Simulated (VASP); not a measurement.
Input of a VASP 6.6.1 run:

Contents of INCAR:

```
PREC     = Accurate       # precision mode
ENCUT    = 520            # plane-wave cutoff, eV
EDIFF    = 1E-6           # SCF threshold, eV
ISMEAR   = -1             # smearing method
SIGMA    = 0.05           # smearing width, eV
LREAL    = False          # projectors in reciprocal space
LASPH    = True           # aspherical terms in the spheres
NELM     = 150            # most SCF steps
ALGO     = Normal         # electronic algorithm
ISIF     = 2              # what is computed and relaxed
LWAVE    = False          # write WAVECAR
LCHARG   = False          # write CHGCAR
ISPIN    = 2              # spin polarisation
MAGMOM   = 4 0            # initial moments
LORBIT   = 11             # projections on sites
LMAXMIX  = 4              # l up to which the mixer works
GGA      = PE             # functional
NBANDS   = 20             # bands
```

KPOINTS

```
Automatic mesh
0
Gamma
  9 9 9
```

File POSCAR:

```
MnS
1.0
    0.0000000000      2.4908093905      2.4908093905
    2.4908093905      0.0000000000      2.4908093905
    2.4908093905      2.4908093905      0.0000000000
Mn S
1 1
Direct
    0.0000000000      0.0000000000      0.0000000000
    0.7500000000      0.7500000000      0.7500000000
```

Potentials or basis: VASP PAW PBE potentials, release 64 (Mn_pv, S).

The run is started by

```bash
$ cat potpaw_PBE.64/Mn_pv/POTCAR potpaw_PBE.64/S/POTCAR > POTCAR
$ mpirun -np 1 vasp_std > vasp.out
```

**Question.** Estimate the net moment.

**Answer.** 0.24 μB per cell.

**Question.** Estimate the site moments.

**Answer.** Mn +0.23; S -0.01 μB.

Caveat: the moment fell far below its start of 4 μB, so a state of higher moment may lie lower in energy.
